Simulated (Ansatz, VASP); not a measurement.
BiTe in VASP and in Ansatz

The input INCAR:

```
ALGO     = Normal         # electronic algorithm
EDIFF    = 1E-7           # SCF threshold, eV
ENCUT    = 520            # plane-wave cutoff, eV
GGA      = PE             # functional
ISIF     = 2              # what is computed and relaxed
ISMEAR   = 0              # smearing method
LASPH    = True           # aspherical terms in the spheres
LCHARG   = False          # write CHGCAR
LREAL    = False          # projectors in reciprocal space
LWAVE    = False          # write WAVECAR
NBANDS   = 18             # bands
NELM     = 100            # most SCF steps
PREC     = Accurate       # precision mode
SIGMA    = 0.15           # smearing width, eV
```

KPOINTS

```
k-points
0
Gamma
  12 12 12
```

The input POSCAR:

```
BiTe
1.0
    2.4832754671      1.4337197594      3.4002242534
   -2.4832754671      1.4337197594      3.4002242534
    0.0000000000     -2.8674395188      3.4002242534
Bi Te
1 1
Direct
    0.5000000000      0.5000000000      0.5000000000
    0.0000000000      0.0000000000      0.0000000000
```

Input for Ansatz:

```yaml
crystal:
  lattice:
    - [2.4832754671, 1.4337197594, 3.4002242534]
    - [-2.4832754671, 1.4337197594, 3.4002242534]
    - [0.0, -2.8674395188, 3.4002242534]
  atoms:
    - { symbol: Bi, position: [0.5, 0.5, 0.5] }
    - { symbol: Te, position: [0.0, 0.0, 0.0] }
basis:
  ecutwfc: 420
kpoints:
  mp_grid: { grid: [12, 12, 12] }
hamiltonian:
  xc: pbe
scf:
  occupations: { method: gaussian, width: 0.15 }
output:
  forces: true
  stress: true
  eigenvalues: true
```

Change from the starting cell: strain +0.025 along x and y, +0.025 along z, atoms carried along.

Alike in both runs: task single point; functional PBE; k mesh 12 × 12 × 12; occupations gaussian, width 0.15 eV; no spin polarisation.

|  | VASP | Ansatz |
| --- | --- | --- |
| version | VASP 6.6.1 | Ansatz 0.2.0 |
| potentials or method | VASP PAW PBE potentials, release 64 (Bi_d, Te), cutoff 520 eV | scalar-relativistic, plane waves, PAW |
| valence electrons in the cell | 21 | 31 |

Ansatz gave:

- gap on the k mesh at the Fermi level (eV): none
- pressure (GPa): -3.0
- traceless stress, the component that is largest in VASP (GPa): 0.65

**Question.** What did VASP give for the same quantities?

**Answer.** gap on the k mesh at the Fermi level (eV): none; pressure (GPa): -3.1; traceless stress, the component that is largest in VASP (GPa): 0.65.

A gap of «none» marks a metal or a gap that the smearing closes. VASP's potentials hold 21 valence electrons a cell and Ansatz's 31, so a difference there can come from the potentials and not from the codes.

Neither program's run includes spin-orbit coupling.
